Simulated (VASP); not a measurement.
# Nb (Fm-3m) in VASP: further runs, part 2 of 2

VASP 6.6.1. The steps go on from the part before.

**3. Electric field gradients, LDA (volume scaled by 1.06)**

INCAR reads:

```
PREC = Accurate ; ENCUT = 520
EDIFF = 1E-8 ; ISMEAR = -1
SIGMA = 0.03 ; LREAL = False
LASPH = True ; NELM = 60
ALGO = Normal ; ISIF = 2
LWAVE = False ; LCHARG = False
GGA = CA ; LEFG = True
NBANDS = 12
```

KPOINTS reads:

```
regular mesh
0
Gamma
  13 13 13
```

POSCAR reads:

```
Nb
1.0
    0.0000000000      2.1564811194      2.1564811194
    2.1564811194      0.0000000000      2.1564811194
    2.1564811194      2.1564811194      0.0000000000
Nb
1
Direct
    0.0000000000      0.0000000000      0.0000000000
```

Potentials or basis: VASP PAW LDA potentials, release 64 (Nb_sv).

Started as:

```sh
$ cat potpaw_LDA.64/Nb_sv/POTCAR > POTCAR
$ mpirun -np 1 vasp_std > vasp.out
```

OUTCAR:

```text
PREC = Accurate
   ENCUT = 520
   EDIFF = 1E-8
   ISMEAR = -1
   LREAL = False
   LASPH = True
   NELM = 60
   ISIF = 2
   GGA = CA

 ion  position               nearest neighbor table
   1  0.000  0.000  0.000-

  LATTYP: Found a face centered cubic cell.
 ALAT       =     4.3129622388

  Lattice vectors:

 A1 = (   0.0000000000,   2.1564811194,   2.1564811194)
 A2 = (   2.1564811194,   0.0000000000,   2.1564811194)
 A3 = (   2.1564811194,   2.1564811194,   0.0000000000)

Analysis of symmetry for initial positions (statically):
=====================================================================
 Subroutine PRICEL returns:
 Original cell was already a primitive cell.

 Routine SETGRP: Setting up the symmetry group for a
 face centered cubic supercell.

 Subroutine GETGRP returns: Found 48 space group operations
 (whereof 48 operations were pure point group operations)
 out of a pool of 48 trial point group operations.

The static configuration has the point symmetry O_h .

Analysis of symmetry for dynamics (positions and initial velocities):
=====================================================================
 Subroutine PRICEL returns:
 Original cell was already a primitive cell.

 Routine SETGRP: Setting up the symmetry group for a
 face centered cubic supercell.

 Subroutine GETGRP returns: Found 48 space group operations
 (whereof 48 operations were pure point group operations)
 out of a pool of 48 trial point group operations.

The dynamic configuration has the point symmetry O_h .

 Subroutine INISYM returns: Found 48 space group operations
[... 151 lines left out ...]
      1     -44.7015      2.00000
      2     -20.3547      2.00000
      3     -20.3547      2.00000
      4     -20.3547      2.00000
      5       3.8402      2.00000
      6       9.9850      0.01062
      7       9.9850      0.01062
      8       9.9850      0.01062
      9      12.3218      0.00000
     10      12.3218      0.00000
     11      21.6665      0.00000
     12      26.0823      0.00000
[... 331 lines left out ...]
 k-point    24 :       0.4615    0.1538    0.0000
  band No.  band energies     occupation
      1     -44.5476      2.00000
      2     -21.2056      2.00000
      3     -20.5914      2.00000
      4     -20.5337      2.00000
      5       6.8510      2.00000
      6       8.9498      2.00000
      7       9.8162      1.19521
      8      10.5666      0.00000
      9      14.1990      0.00000
     10      14.6131      0.00000
     11      19.8447      0.00000
     12      23.0905      0.00000

 [... further k-points ...]
[... 5 lines left out ...]
  --------------------------------------------------------------------------------------
  -------------------------------------------------------------------------------------
  Total       -2.2433524     -2.2433524     -2.2433524     -0.0000000     -0.0000000      0.0000000
  in kB     -179.2012787   -179.2012787   -179.2012787     -0.0000000     -0.0000000      0.0000000
  external PRESSURE =    -179.2012787 kB  Pullay stress =       0.0000000 kB

 VOLUME and BASIS-vectors are now :
 -----------------------------------------------------------------------------
  energy-cutoff  :      520.00
  volume of cell :       20.06
      direct lattice vectors                 reciprocal lattice vectors
     0.000000000  2.156481119  2.156481119    -0.231859206  0.231859206  0.231859206
     2.156481119  0.000000000  2.156481119     0.231859206 -0.231859206  0.231859206
     2.156481119  2.156481119  0.000000000     0.231859206  0.231859206 -0.231859206

 POSITION                                       TOTAL-FORCE (eV/Angst)
 -----------------------------------------------------------------------------------
      0.00000      0.00000      0.00000         0.000000      0.000000      0.000000
 -----------------------------------------------------------------------------------
    total drift:                                0.000000     -0.000000     -0.000000

  FREE ENERGIE OF THE ION-ELECTRON SYSTEM (eV)
  ---------------------------------------------------
  free  energy   TOTEN  =       -10.7486063918 eV

  energy  without entropy=      -10.7428085574  energy(sigma->0) =      -10.74570747

 Electric field gradients (V/A^2)
---------------------------------------------------------------------
 ion       V_xx      V_yy      V_zz      V_xy      V_xz      V_yz
---------------------------------------------------------------------
   1      -0.000     0.000    -0.000     0.000     0.000     0.000
---------------------------------------------------------------------

 Electric field gradients after diagonalization (V/A^2)
 (convention: |V_zz| > |V_xx| > |V_yy|)
----------------------------------------------------------------------
 ion       V_xx      V_yy      V_zz     asymmetry (V_yy - V_xx)/ V_zz
----------------------------------------------------------------------
   1      -0.000    -0.000     0.001       0.000
----------------------------------------------------------------------

           NMR quadrupolar parameters

 Cq : quadrupolar parameter    Cq=e*Q*V_zz/h
 eta: asymmetry parameters     (V_yy - V_xx)/ V_zz
 Q  : nuclear electric quadrupole moment in mb (millibarn)
----------------------------------------------------------------------
 ion       Cq(MHz)       eta       Q (mb)
----------------------------------------------------------------------
   1       0.000       0.000       1.000
----------------------------------------------------------------------
```

OSZICAR:

```text
N       E                     dE             d eps       ncg     rms          rms(c)
DAV:   1     0.119470501936E+03    0.11947E+03   -0.70849E+03  2040   0.107E+03
DAV:   2    -0.583971040298E+01   -0.12531E+03   -0.12106E+03  2200   0.406E+02
DAV:   3    -0.110046519252E+02   -0.51649E+01   -0.49064E+01  3032   0.715E+01
DAV:   4    -0.113304311069E+02   -0.32578E+00   -0.32229E+00  2868   0.157E+01
DAV:   5    -0.113444933041E+02   -0.14062E-01   -0.14055E-01  3164   0.293E+00    0.609E+00
DAV:   6    -0.108145218306E+02    0.52997E+00   -0.81151E-01  3244   0.110E+01    0.208E+00
DAV:   7    -0.107477525206E+02    0.66769E-01   -0.20077E-01  3336   0.526E+00    0.917E-01
DAV:   8    -0.107485544749E+02   -0.80195E-03   -0.11454E-02  2544   0.139E+00    0.529E-02
DAV:   9    -0.107485981170E+02   -0.43642E-04   -0.80668E-04  3500   0.322E-01    0.234E-02
DAV:  10    -0.107486049203E+02   -0.68032E-05   -0.75087E-06  2536   0.315E-02    0.151E-02
DAV:  11    -0.107486064079E+02   -0.14877E-05   -0.89596E-06  2836   0.468E-02    0.237E-03
DAV:  12    -0.107486064125E+02   -0.45827E-08   -0.60323E-07  2896   0.722E-03    0.139E-03
DAV:  13    -0.107486063910E+02    0.21467E-07   -0.39830E-08  2764   0.322E-03    0.855E-05
DAV:  14    -0.107486063918E+02   -0.75033E-09   -0.72473E-10  1596   0.260E-04
   1 F= -.10748606E+02 E0= -.10745707E+02  d E =-.579783E-02
```

Wall time 32 s (1 thread of Intel Xeon 8259CL, shared host); peak memory 0.14 GiB.

What came out:

| Item | Value |
| --- | --- |
| Free energy | -10.7486 eV |
| Pressure | -17.9 GPa |

Caveat: without QUAD_EFG the Cq values of the log hold for a quadrupole moment of 1 mb, not for the nuclei.
